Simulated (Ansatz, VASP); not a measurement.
## One calculation of HgTe, two programs

```
Hg Te
1.0
     0.00000    3.27929    3.27929
     3.27929    0.00000    3.27929
     3.27929    3.27929    0.00000
Hg Te
1 1
Direct
  0.00000 0.00000 0.00000
  0.25000 0.25000 0.25000
```

Alike in both runs: task single point; functional PBE; k mesh 10 × 10 × 10; occupations gaussian, width 0.05 eV; no spin polarisation.

|  | VASP | Ansatz |
| --- | --- | --- |
| version | VASP 6.6.1 | Ansatz 0.2.0 |
| potentials or method | VASP PAW PBE potentials, release 64 (Hg, Te), cutoff 520 eV | scalar-relativistic, plane waves, PAW |
| valence electrons in the cell | 18 | 36 |

```csv
,VASP,Ansatz,Ansatz less VASP
gap on the k mesh at the Fermi level (eV),none,none,-
pressure (GPa),1.6,1.6,-0.05
```

A gap of «none» marks a metal or a gap that the smearing closes. VASP's potentials hold 18 valence electrons a cell and Ansatz's 36, so a difference there can come from the potentials and not from the codes.

Neither program's run includes spin-orbit coupling.
